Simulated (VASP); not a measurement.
# GaN (P2_1) in VASP: single point with r2SCAN

Aim: the single point of GaN with r2SCAN.

All numbers are computed with VASP 6.6.1; they aren't measurements. Logs are shortened: lines on timing, memory, paths and dates and some standing lists are left out, and cuts for length are marked.

## Step 1: The cell of the first run

It takes space group P2_1 (No. 4, monoclinic). The conventional cell has a = 3.180 Å, b = 5.166 Å, c = 3.180 Å, α = 90.00°, β = 120.00°, γ = 90.00°. Within 2.6 Å of Ga (site symmetry 1) lie 4 N at 1.94 to 1.95 Å. N (site symmetry 1) has 4 Ga at 1.94 to 1.95 Å within 2.6 Å.

## Step 2: Single point, r2SCAN (atoms displaced along a vibrational mode)

Contents of POSCAR:

```
GaN
1.0
    3.1799996605      0.0000000000      0.0000000000
   -1.5899998303      2.7539604900      0.0000000000
    0.0000000000      0.0000000000      5.1660000000
Ga N
2 2
Direct
    0.3228111146      0.6589638679      0.0000000000
    0.6771888854      0.3410361321      0.5000000000
    0.3418463624      0.6728986364      0.3750000000
    0.6581536376      0.3271013636      0.8750000000
```

Contents of INCAR.step1:

```
ALGO = Normal ; EDIFF = 1E-4
ENCUT = 520 ; GGA = PE
ISMEAR = 0 ; LASPH = True
LCHARG = False ; LREAL = False
LWAVE = True ; NBANDS = 26
NELM = 80 ; PREC = Accurate
SIGMA = 0.05
```

Contents of INCAR.step2:

```
ALGO = Normal ; EDIFF = 1E-6
ENCUT = 520 ; ISIF = 2
ISMEAR = 0 ; ISTART = 1
LASPH = True ; LCHARG = True
LELF = True ; LMIXTAU = True
LREAL = False ; LVHAR = True
LWAVE = False ; METAGGA = R2SCAN
NBANDS = 26 ; NELM = 80
PREC = Accurate ; SIGMA = 0.05
```

Contents of KPOINTS:

```
k-points
0
Gamma
  12 12 6
```

Potentials or basis: VASP PAW PBE potentials, release 64 (Ga_d, N).

On the command line:

```bash
> cat potpaw_PBE.64/Ga_d/POTCAR potpaw_PBE.64/N/POTCAR > POTCAR
> cp INCAR.step1 INCAR
> mpirun -np 1 vasp_std > vasp.out
> cp INCAR.step2 INCAR
> mpirun -np 1 vasp_std > vasp.out
```

OUTCAR:

```text
EDIFF = 1E-6
   ENCUT = 520
   ISIF = 2
   ISMEAR = 0
   ISTART = 1
   LASPH = True
   LREAL = False
   METAGGA = R2SCAN
   NELM = 80
   PREC = Accurate

 ion  position               nearest neighbor table
   1  0.323  0.659  0.000-   3 1.94   4 1.94   4 1.95   4 1.95
   2  0.677  0.341  0.500-   4 1.94   3 1.94   3 1.95   3 1.95
   3  0.342  0.673  0.375-   1 1.94   2 1.94   2 1.95   2 1.95
   4  0.658  0.327  0.875-   2 1.94   1 1.94   1 1.95   1 1.95

  LATTYP: Found a hexagonal cell.
 ALAT       =     3.1799996605
 C/A-ratio  =     1.6245284753

  Lattice vectors:

 A1 = (   3.1799996605,   0.0000000000,   0.0000000000)
 A2 = (  -1.5899998303,   2.7539604900,   0.0000000000)
 A3 = (   0.0000000000,   0.0000000000,   5.1660000000)

Analysis of symmetry for initial positions (statically):
=====================================================================
 Subroutine PRICEL returns:
 Original cell was already a primitive cell.

 Routine SETGRP: Setting up the symmetry group for a
 hexagonal supercell.

 Subroutine GETGRP returns: Found  2 space group operations
 (whereof  1 operations were pure point group operations)
 out of a pool of 24 trial point group operations.

The static configuration has the point symmetry C_1 .
 The point group associated with its full space group is C_2 .

Analysis of symmetry for dynamics (positions and initial velocities):
=====================================================================
 Subroutine PRICEL returns:
 Original cell was already a primitive cell.

 Routine SETGRP: Setting up the symmetry group for a
 hexagonal supercell.

 Subroutine GETGRP returns: Found  2 space group operations
 (whereof  1 operations were pure point group operations)
 out of a pool of 24 trial point group operations.

The dynamic configuration has the point symmetry C_1 .
 The point group associated with its full space group is C_2 .

 Subroutine INISYM returns: Found  2 space group operations
 (whereof  1 operations are pure point group operations),
 and found     1 'primitive' translations

----------------------------------------------------------------------------------------

                                     Primitive cell

  volume of cell :      45.2417

  direct lattice vectors                    reciprocal lattice vectors
     3.179999661  0.000000000  0.000000000     0.314465442  0.181556708  0.000000000
    -1.589999830  2.753960490  0.000000000     0.000000000  0.363113416  0.000000000
     0.000000000  0.000000000  5.166000000     0.000000000  0.000000000  0.193573364

  length of vectors
     3.179999661  3.179999661  5.166000000     0.363113416  0.363113416  0.193573364

  position of ions in fractional coordinates (direct lattice)
     0.322811115  0.658963868  0.000000000
     0.677188885  0.341036132  0.500000000
     0.341846362  0.672898636  0.375000000
     0.658153638  0.327101364  0.875000000

  ion indices of the primitive-cell ions
   primitive index   ion index
                 1           1
                 2           2
                 3           3
                 4           4

----------------------------------------------------------------------------------------

 KPOINTS: k-points

Automatic generation of k-mesh.
 Grid dimensions read from file:
 generate k-points for:   12   12    6

 Generating k-lattice:

  Cartesian coordinates                     Fractional coordinates (reciprocal lattice)
     0.026205454  0.015129726  0.000000000     0.083333333  0.000000000  0.000000000
     0.000000000  0.030259451  0.000000000     0.000000000  0.083333333  0.000000000
     0.000000000  0.000000000  0.032262227     0.000000000  0.000000000  0.166666667

  Length of vectors
     0.030259451  0.030259451  0.032262227

  Shift w.r.t. Gamma in fractional coordinates (k-lattice)
     0.000000000  0.000000000  0.000000000

 Subroutine IBZKPT returns following result:
 ===========================================

 Found    296 irreducible k-points:

 Following reciprocal coordinates:
            Coordinates               Weight
  0.000000  0.000000  0.000000      1.000000
  0.083333  0.000000  0.000000      2.000000
  0.000000  0.083333  0.000000      2.000000
 -0.083333  0.083333  0.000000      2.000000
  0.166667  0.000000  0.000000      2.000000
  0.000000  0.166667  0.000000      2.000000
[... 16 lines left out ...]
  0.166667  0.083333  0.000000      2.000000
 -0.083333  0.250000  0.000000      2.000000
 [... further k-points ...]
   k-points           NKPTS =    296   k-points in BZ     NKDIM =    296   number of bands    NBANDS=     26
   number of dos      NEDOS =    301   number of ions     NIONS =      4
   total plane-waves  NPLWV =  23040
   dimension x,y,z NGX =    24 NGY =   24 NGZ =   40
   dimension x,y,z NGXF=    48 NGYF=   48 NGZF=   80
   ions per type =               2   2
   NGX,Y,Z   is equivalent  to a cutoff of  12.55, 12.55, 12.87 a.u.
   NGXF,Y,Z  is equivalent  to a cutoff of  25.09, 25.09, 25.74 a.u.
 SYSTEM =  unknown system
   PREC   = accura    normal or accurate (medium, high low for compatibility)
   ISTART =      1    job   : 0-new  1-cont  2-samecut
   ICHARG =      0    charge: 1-file 2-atom 10-const
   ISPIN  =      1    spin polarized calculation?
   LNONCOLLINEAR =      F non collinear calculations
   LSORBIT =      F    spin-orbit coupling
   LASPH  =      T    aspherical Exc in radial PAW
   ENCUT  =  520.0 eV  38.22 Ry    6.18 a.u.   5.91  5.91  9.61*2*pi/ulx,y,z
   NELM   =     80;   NELMIN=  2; NELMDL=  0     # of ELM steps
   EDIFF  = 0.1E-05   stopping-criterion for ELM
   LREAL  =      F    real-space projection
   EDIFFG = 0.1E-04   stopping-criterion for IOM
   NSW    =      0    number of steps for IOM
   IBRION =     -1    ionic relax: 0-MD 1-quasi-New 2-CG
   NFREE  =      0    steps in history (QN), initial steepest desc. (CG)
   ISIF   =      2    stress and relaxation
   ISYM   =      2    0-nonsym 1-usesym 2-fastsym
   POTIM  = 0.5000    time-step for ionic-motion
   TEBEG  =    0.0;   TEEND  =   0.0 temperature during run
   PSTRESS=    0.0 pullay stress
   NELECT =      36.0000    total number of electrons
   NUPDOWN=      -1.0000    fix difference up-down
   EMIN   =  10.00;   EMAX   =-10.00  energy-range for DOS
   EFERMI =   0.00;   METHOD = LEGACY
   ISMEAR =     0;   SIGMA  =   0.05  broadening in eV -4-tet -1-fermi 0-gaus
   EFERMI_NEDOS =   21; number of points for ismear=-14 and -15
   IALGO  =     38    algorithm
   IMIX   =      4    mixing-type and parameters
     AMIX     =   0.40;   BMIX     =  1.00
     AMIX_MAG =   1.60;   BMIX_MAG =  1.00
  volume/ion in A,a.u.               =      11.31        76.33
  Fermi-wavevector in a.u.,A,eV,Ry     =   1.517036  2.866783 31.312431  2.301399
  Thomas-Fermi vector in A             =   2.626346
   LORBIT       =      0    0 simple, 1 ext, 2 COOP (PROOUT), +10 PAW based schemes
   METAGGA = R2SCAN    functional components
   LHFCALC =     F    Hartree Fock is set to
   AEXX    =    0.0000 exact exchange contribution
   IVDW    =     0    specifies the selected vdW correction
   LEPSILON=     F    determine dielectric tensor
   LRPA    =     F    only Hartree local field effects (RPA)
 non-spin polarized calculation
 Gauss-broadening in eV      SIGMA  =   0.05
  energy-cutoff  :      520.00
  volume of cell :       45.24
 maximum number of plane-waves:      1236
   NGX = 11   NGY = 11   NGZ = 19

 number of electron      35.9999999 magnetization

 Free energy of the ion-electron system (eV)
  ---------------------------------------------------
  ext. energy  EPLUGINS =         0.00000000
  ---------------------------------------------------
  free energy    TOTEN  =       -43.81153091 eV

  energy without entropy =      -43.81153091  energy(sigma->0) =      -43.81153091

 E-fermi :   5.4581     XC(G=0): -12.6958

 val. band max:        5.1910466054   @ k =   0.0000   0.0000   0.0000
 cond. band min:       7.5394713933   @ k =   0.0000   0.0000   0.0000
 fundamental gap:      2.3484247879
 Fermi energy:         5.4581315223

 k-point     1 :       0.0000    0.0000    0.0000
  band No.  band energies     occupation
      1     -11.6985      2.00000
      2     -10.6671      2.00000
      3      -8.6789      2.00000
      4      -8.6588      2.00000
      5      -8.6508      2.00000
      6      -8.5871      2.00000
[... 18 lines left out ...]
     25      17.5985      0.00000
     26      17.7810      0.00000

 k-point     2 :       0.0833    0.0000    0.0000
  band No.  band energies     occupation
      1     -11.6284      2.00000
      2     -10.6468      2.00000
      3      -8.6711      2.00000
      4      -8.6408      2.00000
      5      -8.6369      2.00000
      6      -8.5728      2.00000
[... 18 lines left out ...]
     25      17.2205      0.00000
     26      17.9291      0.00000

 k-point     3 :       0.0000    0.0833    0.0000
  band No.  band energies     occupation
      1     -11.6288      2.00000
      2     -10.6471      2.00000
      3      -8.6693      2.00000
      4      -8.6476      2.00000
      5      -8.6308      2.00000
      6      -8.5784      2.00000
[... 18 lines left out ...]
     25      17.4195      0.00000
     26      17.7998      0.00000

 k-point     4 :      -0.0833    0.0833    0.0000
  band No.  band energies     occupation
      1     -11.6287      2.00000
      2     -10.6470      2.00000
      3      -8.6698      2.00000
      4      -8.6463      2.00000
      5      -8.6320      2.00000
      6      -8.5774      2.00000
[... 18 lines left out ...]
     25      17.3599      0.00000
     26      17.8411      0.00000

 k-point     5 :       0.1667    0.0000    0.0000
  band No.  band energies     occupation
      1     -11.4359      2.00000
      2     -10.5961      2.00000
      3      -8.6459      2.00000
      4      -8.6148      2.00000
      5      -8.5748      2.00000
      6      -8.5347      2.00000
[... 18 lines left out ...]
     25      17.2886      0.00000
     26      18.2606      0.00000

 k-point     6 :       0.0000    0.1667    0.0000
  band No.  band energies     occupation
      1     -11.4372      2.00000
      2     -10.5971      2.00000
      3      -8.6413      2.00000
      4      -8.6216      2.00000
      5      -8.5734      2.00000
      6      -8.5390      2.00000
[... 427 lines left out ...]
 k-point    21 :      -0.0833    0.1667    0.0000
  band No.  band energies     occupation
      1     -11.4982      2.00000
      2     -10.6123      2.00000
      3      -8.6487      2.00000
      4      -8.6312      2.00000
      5      -8.5909      2.00000
      6      -8.5636      2.00000
[... 18 lines left out ...]
     25      16.9184      0.00000
     26      18.1775      0.00000

 k-point    22 :      -0.1667    0.0833    0.0000
  band No.  band energies     occupation
      1     -11.4973      2.00000
      2     -10.6115      2.00000
      3      -8.6525      2.00000
      4      -8.6245      2.00000
      5      -8.5926      2.00000
      6      -8.5575      2.00000
[... 18 lines left out ...]
     25      16.8860      0.00000
     26      18.1405      0.00000

 k-point    23 :       0.1667    0.0833    0.0000
  band No.  band energies     occupation
      1     -11.2697      2.00000
      2     -10.5581      2.00000
      3      -8.6214      2.00000
      4      -8.6028      2.00000
      5      -8.5310      2.00000
      6      -8.5200      2.00000
[... 18 lines left out ...]
     25      16.9676      0.00000
     26      18.7261      0.00000

 k-point    24 :      -0.0833    0.2500    0.0000
  band No.  band energies     occupation
      1     -11.2717      2.00000
      2     -10.5594      2.00000
      3      -8.6162      2.00000
      4      -8.6095      2.00000
      5      -8.5389      2.00000
      6      -8.5197      2.00000
[... 18 lines left out ...]
     25      16.9854      0.00000
     26      18.7096      0.00000

 [... further k-points ...]

------------------------ aborting loop because EDIFF is reached ----------------------------------------

  FORCE on cell =-STRESS in cart. coord.  units (eV):
  Direction    XX          YY          ZZ          XY          YZ          ZX
  --------------------------------------------------------------------------------------
  -------------------------------------------------------------------------------------
  Total        0.4330078      0.3939857      0.9970246     -0.0016060      0.0000000      0.0000000
  in kB       15.3344103     13.9524962     35.3083367     -0.0568735      0.0000000      0.0000000
  external PRESSURE =      21.5317477 kB  Pullay stress =       0.0000000 kB

 VOLUME and BASIS-vectors are now :
 -----------------------------------------------------------------------------
  energy-cutoff  :      520.00
  volume of cell :       45.24
      direct lattice vectors                 reciprocal lattice vectors
     3.179999661  0.000000000  0.000000000     0.314465442  0.181556708  0.000000000
    -1.589999830  2.753960490  0.000000000     0.000000000  0.363113416  0.000000000
     0.000000000  0.000000000  5.166000000     0.000000000  0.000000000  0.193573364

 POSITION                                       TOTAL-FORCE (eV/Angst)
 -----------------------------------------------------------------------------------
     -0.02121      1.81476      0.00000         0.113739      0.107067     -0.130573
      1.61121      0.93920      2.58300        -0.113739     -0.107067     -0.130573
      0.01716      1.85314      1.93725        -0.012705     -0.015377      0.130573
      1.57284      0.90082      4.52025         0.012705      0.015377      0.130573
 -----------------------------------------------------------------------------------
    total drift:                                0.000002      0.000004      0.040914

  FREE ENERGIE OF THE ION-ELECTRON SYSTEM (eV)
  ---------------------------------------------------
  free  energy   TOTEN  =       -43.8115309051 eV

  energy  without entropy=      -43.8115309051  energy(sigma->0) =      -43.81153091
```

Run time: 14 min. Hardware: 1 thread of AMD EPYC 9R14 (Zen 4), shared host; peak memory 0.36 GiB.

Results:

```
Free energy            : -43.8115 eV
Pressure               : 2.2 GPa
Largest force          : 0.204 eV/Å
Band gap on the k mesh : 2.35 eV
```

Forces on the atoms (eV/Å):
```
Ga   0.114  0.107 -0.131
Ga  -0.114 -0.107 -0.131
N   -0.013 -0.015  0.131
N    0.013  0.015  0.131
```

Stress tensor (GPa, compression positive):
```
 1.53 -0.01  0.00
-0.01  1.40  0.00
 0.00  0.00  3.53
```

Levels at points of the mesh, in eV from the valence-band top:
```tsv
k point	band 16	band 17	band 18	band 19	band 20	band 21
(0.00, 0.00, 0.00)	-0.08	-0.05	0.00	2.35	4.81	9.94
(0.50, 0.00, 0.00)	-2.88	-2.28	-1.04	5.62	6.10	6.35
(0.00, 0.50, 0.00)	-2.89	-2.34	-1.05	5.51	6.13	6.68
(0.50, 0.50, 0.00)	-2.89	-2.32	-1.05	5.54	6.12	6.59
(0.00, 0.00, 0.50)	-0.60	-0.57	-0.57	4.76	4.76	9.20
(0.50, 0.00, 0.50)	-2.05	-2.03	-2.03	4.94	4.94	8.38
(0.00, 0.50, 0.50)	-2.06	-1.96	-1.96	4.83	4.83	8.49
(0.50, 0.50, 0.50)	-2.07	-1.96	-1.96	4.86	4.86	8.46
```

Caveat: the cell differs from its parent crystal (atoms displaced along a vibrational mode); the PAW data sets were made with another functional, which shifts forces and pressure a little.
